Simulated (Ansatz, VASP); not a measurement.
# Two plane-wave programs on BN

File INCAR:

```
PREC = Accurate
ENCUT = 520
EDIFF = 1E-6
ISMEAR = 0
SIGMA = 0.02
LREAL = F
LASPH = T
NELM = 60
ALGO = Normal
ISIF = 2
LWAVE = F
LCHARG = T
LDIPOL = T
IDIPOL = 3
DIPOL = 0.5 0.5 0.500
GGA = PE
IVDW = 12
LELF = T
LVHAR = T
LVACPOTAV = T
NBANDS = 11
```

The input KPOINTS:

```
Automatic mesh
0
Gamma
  12 12 1
```

File POSCAR:

```
BN
1.0
    2.5770000000      0.0000000000      0.0000000000
   -1.2885000000      2.2317474655      0.0000000000
    0.0000000000      0.0000000000     26.0000000000
B N
1 1
Direct
    0.0000000000      0.0000000000      0.5000000000
    0.6666666667      0.3333333333      0.5000000000
```

Input for Ansatz:

```yaml
crystal:
  lattice:
    - [2.577, 0.0, 0.0]
    - [-1.2885, 2.2317474655, 0.0]
    - [0.0, 0.0, 26.0]
  atoms:
    - { symbol: B, position: [0.0, 0.0, 0.5] }
    - { symbol: "N", position: [0.6666666667, 0.3333333333, 0.5] }
  periodic: [true, true, false]
basis:
  ecutwfc: 420
kpoints:
  mp_grid: { grid: [12, 12, 1] }
hamiltonian:
  xc: pbe
  dispersion: d3bj
scf:
  occupations: { method: gaussian, width: 0.02 }
output:
  forces: true
  stress: true
  eigenvalues: true
```

Alike in both runs: task single point; functional PBE; dispersion D3(BJ); k mesh 12 × 12 × 1; occupations gaussian, width 0.02 eV; no spin polarisation.

|  | VASP | Ansatz |
| --- | --- | --- |
| version | VASP 6.6.1 | Ansatz 0.2.0 |
| potentials or method | VASP PAW PBE potentials, release 64 (B, N), cutoff 520 eV | scalar-relativistic, plane waves, PAW |
| valence electrons in the cell | 8 | 8 |

|  | VASP | Ansatz | Ansatz less VASP |
| --- | --- | --- | --- |
| gap on the k mesh at the Fermi level (eV) | 4.46 | 4.47 | +0.002 |
| least direct gap on the mesh (eV) | 4.46 | 4.47 | +0.002 |
